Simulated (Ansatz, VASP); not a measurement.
MgZn3Se3S in VASP and in Ansatz

Contents of INCAR:

```
PREC     = Accurate       # precision mode
ENCUT    = 600            # plane-wave cutoff, eV
EDIFF    = 1E-6           # SCF threshold, eV
ISMEAR   = 0              # smearing method
SIGMA    = 0.1            # smearing width, eV
LREAL    = Auto         
LASPH    = True           # aspherical terms in the spheres
NELM     = 80             # most SCF steps
ALGO     = Normal         # electronic algorithm
ISIF     = 3              # what is computed and relaxed
LWAVE    = False          # write WAVECAR
LCHARG   = False          # write CHGCAR
GGA      = PE             # functional
IBRION   = 2              # ionic algorithm
NSW      = 80             # ionic steps
EDIFFG   = -0.025         # ionic threshold
```

File KPOINTS:

```
regular mesh
0
Gamma
  2 2 2
```

The input POSCAR:

```
MgZn3Se3S
1.0
   -0.0822199321     -0.0990559812     -6.6663374913
    0.0954764976     -7.1060606778     -0.1051788792
   -8.2887217352      0.1098053591     -0.1004042291
Mg Zn Se S
2 6 6 2
Direct
    0.5030170140      0.8424227708      0.5030576542
    0.0106697878      0.1502452491      0.0019979306
    0.5018590453      0.3344528016      0.2542520585
    0.5042408223      0.3250007501      0.7460221283
    0.4877378890      0.8300206872     -0.0046356754
    0.0008645975      0.6664780504      0.7545313025
   -0.0007398598      0.6766096048      0.2399908036
    0.9850613801      0.1761448470      0.5010601285
    0.6186313431      0.1681863169     -0.0083680740
    0.6224231329      0.6634088445      0.2414607349
    0.6265436881      0.6543880594      0.7582664691
    0.1054070018      0.8552710743      0.5066959307
    0.1312310452      0.3295497982      0.2612836039
    0.1459358577      0.3326315572      0.7464189393
    0.6266678356      0.1850682606      0.5005752681
    0.1304494198      0.8101213280     -0.0026092028
```

Input for Ansatz:

```yaml
crystal:
  lattice:
    - [-0.0822199321, -0.0990559812, -6.6663374913]
    - [0.0954764976, -7.1060606778, -0.1051788792]
    - [-8.2887217352, 0.1098053591, -0.1004042291]
  atoms:
    - { symbol: Mg, position: [0.503017014, 0.8424227708, 0.5030576542] }
    - { symbol: Mg, position: [0.0106697878, 0.1502452491, 0.0019979306] }
    - { symbol: Zn, position: [0.5018590453, 0.3344528016, 0.2542520585] }
    - { symbol: Zn, position: [0.5042408223, 0.3250007501, 0.7460221283] }
    - { symbol: Zn, position: [0.487737889, 0.8300206872, -0.0046356754] }
    - { symbol: Zn, position: [0.0008645975, 0.6664780504, 0.7545313025] }
    - { symbol: Zn, position: [-0.0007398598, 0.6766096048, 0.2399908036] }
    - { symbol: Zn, position: [0.9850613801, 0.176144847, 0.5010601285] }
    - { symbol: Se, position: [0.6186313431, 0.1681863169, -0.008368074] }
    - { symbol: Se, position: [0.6224231329, 0.6634088445, 0.2414607349] }
    - { symbol: Se, position: [0.6265436881, 0.6543880594, 0.7582664691] }
    - { symbol: Se, position: [0.1054070018, 0.8552710743, 0.5066959307] }
    - { symbol: Se, position: [0.1312310452, 0.3295497982, 0.2612836039] }
    - { symbol: Se, position: [0.1459358577, 0.3326315572, 0.7464189393] }
    - { symbol: S, position: [0.6266678356, 0.1850682606, 0.5005752681] }
    - { symbol: S, position: [0.1304494198, 0.810121328, -0.0026092028] }
basis:
  ecutwfc: 420
kpoints:
  mp_grid: { grid: [2, 2, 2] }
hamiltonian:
  xc: pbe
scf:
  occupations: { method: gaussian, width: 0.1 }
  lower_state_search: "off"
output:
  forces: true
  stress: true
  eigenvalues: true
relax:
  adjacent_minimum: "off"
  f_tol: 0.025
  max_steps: 60
  cell: { stress_tol: 0.25 }
```

Change from the starting cell: cell x1, atoms moved at random (sigma 0.05 Å) and cell strained at random (1.5 %), then relaxed without symmetry.

Alike in both runs: task relaxation of cell and atoms; functional PBE; k mesh 2 × 2 × 2; occupations gaussian, width 0.1 eV; no spin polarisation.

|  | VASP | Ansatz |
| --- | --- | --- |
| version | VASP 6.6.1 | Ansatz 0.2.0 |
| potentials or method | VASP PAW PBE potentials, release 64 (Mg, Zn, Se, S), cutoff 600 eV | scalar-relativistic, plane waves, PAW |
| valence electrons in the cell | 124 | 200 |

Ansatz gave:

- gap on the k mesh at the Fermi level, each at its own relaxed structure (eV): 1.69
- relaxed volume (Å³/atom): 23.48
- relaxed cell length with the largest relative difference (Å): 7.016

Question: What did VASP give for the same quantities?

Answer: gap on the k mesh at the Fermi level, each at its own relaxed structure (eV): 1.68; relaxed volume (Å³/atom): 23.53; relaxed cell length with the largest relative difference (Å): 7.022.

VASP's potentials hold 124 valence electrons a cell and Ansatz's 200, so a difference there can come from the potentials and not from the codes.

The k mesh is coarse, so the values compare programs but aren't converged.
